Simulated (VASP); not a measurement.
Input of a VASP 6.6.1 run:

INCAR

```
SYSTEM = B
  PREC = Accurate
  ENCUT = 520
  EDIFF = 1E-6
  ISMEAR = -1
  SIGMA = 0.1
  LREAL = .FALSE.
  LASPH = .TRUE.
  NELM = 100
  ALGO = Normal
  ISIF = 2
  LWAVE = .FALSE.
  LCHARG = .FALSE.
  GGA = B5
  ALDAX = 1.0
  AGGAX = 1.0
  AGGAC = 1.0
  ALDAC = 0.0
  NBANDS = 10
```

File KPOINTS:

```
Automatic mesh
0
G
  22 22 12
  0 0 0
```

File POSCAR:

```
B
1.0
   -4.4095262383      4.5808727964      0.7575814330
    4.5808727964     -4.4095262383      0.7575814330
    1.9619614312      1.9619614312     -0.4437598980
B
2
Direct
    0.0889931286      0.9110068714      0.0000000000
    0.6610068714      0.3389931286      0.5000000000
```

Potentials or basis: VASP PAW PBE potentials, release 64 (B).

Launch:

```sh
$ cat potpaw_PBE.64/B/POTCAR > POTCAR
$ mpirun -np 1 vasp_std > vasp.out
```

Predict the band gap on the k mesh.

zero (bands 3 and 4 overlap by 11.74 eV).

Estimate the largest force.

0.452 eV/Å.

Predict the pressure.

15.3 GPa.

Stress tensor (GPa, compression positive):
```
 6.65  4.16  2.52
 4.16  6.65  2.52
 2.52  2.52 32.53
```

Caveat: the stress differs along the axes, from 7 to 33 GPa; the PAW data sets were made with another functional, which shifts forces and pressure a little.
